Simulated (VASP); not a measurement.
Here is a VASP 6.6.1 calculation.

INCAR

```
SYSTEM = Ti3Al
  ALGO = Fast
  EDIFF = 1E-7
  ENCUT = 520
  ISIF = 2
  ISMEAR = 0
  ISPIN = 2
  LASPH = .TRUE.
  LCHARG = .FALSE.
  LMAXMIX = 4
  LORBIT = 11
  LREAL = .FALSE.
  LWAVE = .FALSE.
  MAGMOM = 0.167 0.167 0.167 0
  NBANDS = 32
  NELM = 150
  NUPDOWN = 0.5
  PREC = Accurate
  SIGMA = 0.15
```

Contents of KPOINTS:

```
k-points
0
G
  18 18 6
  0 0 0
```

POSCAR

```
Ti3Al
1.0
    2.7723817465      0.0000000000      0.0000000000
   -1.3861908733      2.4009530215      0.0000000000
    0.0000000000      0.0000000000      8.7711624128
Ti Al
3 1
Direct
    0.6666666667      0.3333333333      0.0000000000
    0.3333333333      0.6666666667      0.7515223655
    0.3333333333      0.6666666667      0.2484776345
    0.6666666667      0.3333333333      0.5000000000
```

Potentials or basis: VASP PAW LDA potentials, release 64 (Ti_sv, Al).

Command:

```sh
$ cat potpaw_LDA.64/Ti_sv/POTCAR potpaw_LDA.64/Al/POTCAR > POTCAR
$ mpirun -np 1 vasp_std > vasp.out
```

**Question.** Estimate the largest force.

**Answer.** 0.081 eV/Å.

**Question.** What does it give for the pressure?

**Answer.** 13.4 GPa.

Forces in eV/Å, atoms in the order of the input:
```
Ti   0.000  0.000  0.000
Ti   0.000  0.000 -0.081
Ti   0.000  0.000  0.081
Al   0.000  0.000  0.000
```

Caveat: the total moment is fixed, so each spin has its own Fermi level.
